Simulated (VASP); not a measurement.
Set up this calculation in VASP 6.6.1, as the native input.

| Item | Value |
| --- | --- |
| Task | single point |
| Functional | LDA |
| Potentials or basis | VASP PAW LDA potentials, release 64 (Ta_sv_GW, N) |
| Cutoff | 700 eV |
| k mesh | 10 × 10 × 10 |
| Occupations | fermi-dirac, width 0.05 eV |
| Spin | no spin polarisation |
| Dipole correction | no |
| Further INCAR settings | ALGO = Normal; EDIFF = 1e-06; NBANDS = 16 |

The structure of TaN lies in POSCAR:

```
TaN
1.0
    0.0000000000      2.1964814589      2.1964814589
    2.1964814589      0.0000000000      2.1964814589
    2.1964814589      2.1964814589      0.0000000000
Ta N
1 1
Direct
    0.5000000000      0.5000000000      0.5000000000
    0.0000000000      0.0000000000      0.0000000000
```

One way to write it, as run:

INCAR

```
SYSTEM = TaN
PREC = Accurate
ENCUT = 700
EDIFF = 1E-6
ISMEAR = -1
SIGMA = 0.05
LREAL = .False.
LASPH = .True.
NELM = 120
ALGO = Normal
ISIF = 2
LWAVE = .False.
LCHARG = .True.
GGA = CA
LELF = .True.
LVHAR = .True.
NBANDS = 16
GGA_COMPAT = .False.
```

KPOINTS

```
regular mesh
0
Gamma
  10 10 10
  0 0 0
```

Potentials or basis: VASP PAW LDA potentials, release 64 (Ta_sv_GW, N).

The run is started by

```sh
$ cat potpaw_LDA.64/Ta_sv_GW/POTCAR potpaw_LDA.64/N/POTCAR > POTCAR
$ mpirun -np 1 vasp_std > vasp.out
```

It gave:

- Pressure: -9.9 GPa
- Band gap on the k mesh: zero (bands 9 and 10 overlap by 4.03 eV)

Caveat: the cell stands under tension; spin-orbit coupling is left out, which moves the levels of the heavy elements.

It took 40 s on 1 thread of Intel(R) Xeon(R) Platinum 8259CL CPU @ 2.50GHz (Skylake/Cascade Lake), with other jobs on the host, peak memory 0.17 GiB.
